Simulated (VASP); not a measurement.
Write the native input for VASP 6.6.1 that does the following.

```
Task                   : single point
Functional             : PBE
Potentials or basis    : VASP PAW PBE potentials, release 64 (Si, Ni)
Cutoff                 : 520 eV
k mesh                 : 16 × 16 × 16
Occupations            : gaussian, width 0.15 eV
Spin                   : no spin polarisation
Dipole correction      : no
Further INCAR settings : ALGO = Normal; EDIFF = 1e-06; NBANDS = 16
```

The structure of Si2Ni lies in POSCAR:

```
Si2Ni
1.0
    0.0000000000      2.7234129054      2.7234129054
    2.7234129054      0.0000000000      2.7234129054
    2.7234129054      2.7234129054      0.0000000000
Si Ni
2 1
Direct
    0.2500000000      0.2500000000      0.1331620241
    0.7500000000      0.7500000000      0.7500000000
    0.0000000000      0.0000000000      0.0000000000
```

This cell differs from its parent crystal: atom 1 (Si) moved by (-0.450, +0.000) A along [1 1 0] and z.

These files were run (other wordings do the same):

INCAR

```
PREC = Accurate
ENCUT = 520
EDIFF = 1E-6
ISMEAR = 0
SIGMA = 0.15
LREAL = F
LASPH = T
NELM = 80
ALGO = Normal
ISIF = 2
LWAVE = F
LCHARG = T
GGA = PE
LELF = T
LVHAR = T
NBANDS = 16
```

KPOINTS

```
regular mesh
0
Gamma
  16 16 16
```

Potentials or basis: VASP PAW PBE potentials, release 64 (Si, Ni).

Launch:

```console
$ cat potpaw_PBE.64/Si/POTCAR potpaw_PBE.64/Ni/POTCAR > POTCAR
$ mpirun -np 1 vasp_std > vasp.out
```

Results of the run:

| Property | Result |
| --- | --- |
| Pressure | 10.2 GPa |
| Largest force | 4.420 eV/Å |
| Band gap on the k mesh | zero (bands 9 and 10 overlap by 1.75 eV) |

Caveat: the cell differs from its parent crystal (atom 1 (Si) moved by (-0.450, +0.000) A along [1 1 0] and z); the cell stands under pressure; forces of over 1 eV/Å act on the atoms, so gaps and moduli don't describe the material at rest.

Wall time 11 min on 1 thread of Intel(R) Xeon(R) Platinum 8488C (Sapphire Rapids) (shared host), peak memory 0.74 GiB.
